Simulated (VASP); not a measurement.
InP (rocksalt type), 2 atoms in the cell. It takes space group Fm-3m (No. 225, cubic). Conventional cell: a = 5.541 Å, b = 5.541 Å, c = 5.541 Å, α = 90.00°, β = 90.00°, γ = 90.00°. In (site symmetry m-3m) has 6 P at 2.77 Å within 3.7 Å. P (site symmetry m-3m) has 6 In at 2.77 Å within 3.7 Å. 

| Property | Result |
| --- | --- |
| Program | VASP 6.6.1 |
| Task | single point |
| Functional | PBE |
| Potentials or basis | VASP PAW PBE potentials, release 64 (In_d, P) |
| Cutoff | 520 eV |
| k mesh | 14 × 14 × 14 |
| Occupations | fermi-dirac, width 0.08 eV |
| Spin | no spin polarisation |
| Dipole correction | no |
| k mesh for the DOS | 21 × 21 × 21 |
| Occupations for the DOS | tetrahedron |
| Further INCAR settings | ALGO = Normal; EDIFF = 1e-06 |

Potentials or basis: VASP PAW PBE potentials, release 64 (In_d, P).

Run with:

```sh
$ cat potpaw_PBE.64/In_d/POTCAR potpaw_PBE.64/P/POTCAR > POTCAR
$ cp INCAR.step1 INCAR
$ cp KPOINTS.step1 KPOINTS
$ mpirun -np 1 vasp_std > vasp.out
$ cp INCAR.step2 INCAR
$ cp KPOINTS.step2 KPOINTS
$ mpirun -np 1 vasp_std > vasp.out
```

Hardware: 1 thread of Intel Xeon 8259CL, on a shared host.

Estimate the wall time of this run.

Run time: 4 min on 1 thread of Intel Xeon 8259CL, on a shared host, peak memory 0.29 GiB. Counts: k points 286.
